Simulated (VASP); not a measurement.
A run of VASP 6.6.1:

INCAR

```
SYSTEM = PtSe2
PREC = Accurate ; ENCUT = 520
EDIFF = 1E-8 ; ISMEAR = -1
SIGMA = 0.15 ; LREAL = .FALSE.
LASPH = .TRUE. ; NELM = 60
ALGO = Normal ; ISIF = 2
LWAVE = .FALSE. ; LCHARG = .FALSE.
GGA = PS ; NBANDS = 18
IBRION = 8 ; NSW = 1
```

KPOINTS

```
Automatic mesh
0
G
  12 12 8
  0 0 0
```

Contents of POSCAR:

```
PtSe2
1.0
    3.5703642347      0.0000000000      0.0000000000
   -1.7851821173      3.0920261281      0.0000000000
    0.0000000000      0.0000000000      4.0019109142
Pt Se
1 2
Direct
    0.0000000000      0.0000000000      0.0000000000
    0.3333333333      0.6666666667      0.2994646949
    0.6666666667      0.3333333333      0.7005353051
```

Potentials or basis: VASP PAW PBE potentials, release 64 (Pt, Se).

Run with:

```console
$ cat potpaw_PBE.64/Pt/POTCAR potpaw_PBE.64/Se/POTCAR > POTCAR
$ mpirun -np 1 vasp_std > vasp.out
```

Hardware: 1 thread of AMD EPYC 7R13, on a shared host.

Task: Estimate the wall time of this run.

Result: It took 51 min on 1 thread of AMD EPYC 7R13, on a shared host, peak memory 1.1 GiB. Counts: scf iterations 64, k points 131.
